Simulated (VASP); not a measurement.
Write the native input for VASP 6.6.1 that does the following.

```
Task                   : electric field gradients
Functional             : LDA
Potentials or basis    : VASP PAW LDA potentials, release 64 (Nb_sv, Ru_pv)
Cutoff                 : 520 eV
k mesh                 : 9 × 9 × 9
Occupations            : fermi-dirac, width 0.05 eV
Spin                   : no spin polarisation
Dipole correction      : no
Further INCAR settings : ALGO = Normal; EDIFF = 1e-08; NBANDS = 36
```

The structure of NbRu3 lies in POSCAR:

```
NbRu3
1.0
    3.9560977510      0.0000000000      0.0000000000
    0.0000000000      3.9560977510      0.0000000000
    0.0000000000      0.0000000000      3.9560977510
Nb Ru
1 3
Direct
    0.0000000000      0.0000000000      0.0000000000
    0.0000000000      0.5000000000      0.5000000000
    0.5000000000      0.0000000000      0.5000000000
    0.5000000000      0.5000000000      0.0000000000
```

These files were run (other wordings do the same):

INCAR

```
  PREC = Accurate
  ENCUT = 520
  EDIFF = 1E-8
  ISMEAR = -1
  SIGMA = 0.05
  LREAL = False
  LASPH = True
  NELM = 80
  ALGO = Normal
  ISIF = 2
  LWAVE = False
  LCHARG = False
  LEFG = True
  NBANDS = 36
```

KPOINTS

```
regular mesh
0
Gamma
  9 9 9
```

Potentials or basis: VASP PAW LDA potentials, release 64 (Nb_sv, Ru_pv).

The run is started by

```bash
$ cat potpaw_LDA.64/Nb_sv/POTCAR potpaw_LDA.64/Ru_pv/POTCAR > POTCAR
$ mpirun -np 1 vasp_std > vasp.out
```

It gave:

```json
{
  "Pressure": "-24.1 GPa",
  "Band gap on the k mesh": "zero (an odd number of electrons rules out a gap without spin polarisation)",
  "Largest electric field gradient by atom": "Nb -0.0; Ru -4.9 V/Å²"
}
```

Caveat: the cell stands under tension; without QUAD_EFG the Cq values of the log hold for a quadrupole moment of 1 mb, not for the nuclei.

It took 93 s on 1 thread of Intel(R) Xeon(R) Platinum 8488C (Sapphire Rapids) (shared host), peak memory 0.19 GiB.
